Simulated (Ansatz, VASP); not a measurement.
# MgO: VASP beside Ansatz

INCAR

```
SYSTEM = MgO
PREC     = Accurate       ! precision mode
ENCUT    = 520            ! plane-wave cutoff, eV
EDIFF    = 1E-7           ! SCF threshold, eV
ISMEAR   = 0              ! smearing method
SIGMA    = 0.05           ! smearing width, eV
LREAL    = .False.        ! projectors in reciprocal space
LASPH    = .True.         ! aspherical terms in the spheres
NELM     = 60             ! most SCF steps
ALGO     = Normal         ! electronic algorithm
ISIF     = 2              ! what is computed and relaxed
LWAVE    = .False.        ! write WAVECAR
LCHARG   = .False.        ! write CHGCAR
GGA      = PE             ! functional
NBANDS   = 16             ! bands
```

File KPOINTS:

```
Automatic mesh
0
Gamma
  9 9 6
  0 0 0
```

File POSCAR:

```
MgO
1.0
    3.6445625691      0.0000000000      0.0000000000
   -1.8222812846      3.1562837705      0.0000000000
    0.0000000000      0.0000000000      3.9426256573
Mg O
2 2
Direct
    0.6694707015      0.3333333333      0.7500000000
    0.3361373682      0.6666666667      0.2500000000
    0.6624068962      0.3333333333      0.2500000000
    0.3290735629      0.6666666667      0.7500000000
```

Input for Ansatz:

```yaml
crystal:
  lattice:
    - [3.6445625691, 0.0, 0.0]
    - [-1.8222812846, 3.1562837705, 0.0]
    - [0.0, 0.0, 3.9426256573]
  atoms:
    - { symbol: Mg, position: [0.6694707015, 0.3333333333, 0.75] }
    - { symbol: Mg, position: [0.3361373682, 0.6666666667, 0.25] }
    - { symbol: O, position: [0.6624068962, 0.3333333333, 0.25] }
    - { symbol: O, position: [0.3290735629, 0.6666666667, 0.75] }
basis:
  ecutwfc: 520.0
kpoints:
  mp_grid: { grid: [9, 9, 6] }
hamiltonian:
  xc: pbe
  pseudopotentials: { kind: paw, azcp: { folder: soft_1 } }
scf:
  occupations: { method: gaussian, width: 0.05 }
output:
  forces: true
  stress: true
  eigenvalues: true
```

Change from the starting cell: mode 8 frozen in at -0.015 Å, strain +e along z and -e/2 along x and y -0.0700.

Alike in both runs: task single point; functional PBE; k mesh 9 × 9 × 6; occupations gaussian, width 0.05 eV; no spin polarisation.

|  | VASP | Ansatz |
| --- | --- | --- |
| version | VASP 6.6.1 | Ansatz 0.2.0 |
| potentials or method | VASP PAW PBE potentials, release 64 (Mg, O), cutoff 520 eV | scalar-relativistic, plane waves, PAW |
| valence electrons in the cell | 16 | 32 |

VASP gave:

- gap on the k mesh at the Fermi level (eV): 3.42
- least direct gap on the mesh (eV): 3.42
- pressure (GPa): 3.6
- traceless stress, the component that is largest in VASP (GPa): 14.19
- rms of the force components (eV/Å): 0.073

Problem. Estimate Ansatz's values.

Solution. gap on the k mesh at the Fermi level (eV): 3.44; least direct gap on the mesh (eV): 3.44; pressure (GPa): 4.1; traceless stress, the component that is largest in VASP (GPa): 14.16; rms of the force components (eV/Å): 0.073.

Atom by atom the forces differ by 0.001 eV/Å (rms over components). With one functional, cell and mesh, what is left measures potentials, basis and numerics. VASP's potentials hold 16 valence electrons a cell and Ansatz's 32, so a difference there can come from the potentials and not from the codes.
